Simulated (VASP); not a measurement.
Runs of VASP 6.6.1 on Pt. The structure is that of space group Fm-3m (No. 225), or close to it. The cells are those of the table. 

```csv
cell,further INCAR settings,gap on the mesh (eV),pressure (GPa)
"a = 2.769, b = 2.769, c = 2.779 Å, angles 59.9, 59.9, 59.8°, 1 atom",ALGO = Fast; EDIFF = 1e-06; NBANDS = 11,none,0.2
"a = 2.769, b = 2.769, c = 2.800 Å, angles 59.6, 59.6, 59.3°, 1 atom",ALGO = Fast; EDIFF = 1e-07; NBANDS = 11,none,0.4
"a = 2.769, b = 2.769, c = 2.842 Å, angles 59.1, 59.1, 58.3°, 1 atom",ALGO = Fast; EDIFF = 1e-07; NBANDS = 11,none,(a)
"a = 2.769, b = 2.769, c = 2.821 Å, angles 59.4, 59.4, 58.8°, 1 atom",ALGO = Fast; EDIFF = 1e-06; NBANDS = 11,none,0.6
"a = 2.769, b = 2.769, c = 2.790 Å, angles 59.8, 59.8, 59.5°, 1 atom",ALGO = Fast; EDIFF = 1e-06; NBANDS = 11,none,0.2
```

Alike in all rows: task single point; level PBEsol; potentials or basis VASP PAW PBE potentials, release 64 (Pt); no spin polarisation; k mesh 20 × 20 × 20; cutoff (eV) 520; smearing gaussian 0.15 eV.

Question: Fill in the values left out.

Answer: (a) 1.0.

Caveats: the PAW data sets were made with another functional, which shifts forces and pressure a little; spin-orbit coupling is left out, which moves the levels of the heavy elements.

A k mesh can miss the band edges, and the runs leave out spin-orbit coupling on Pt.

A gap of «none» marks levels without a gap at the run's occupations.
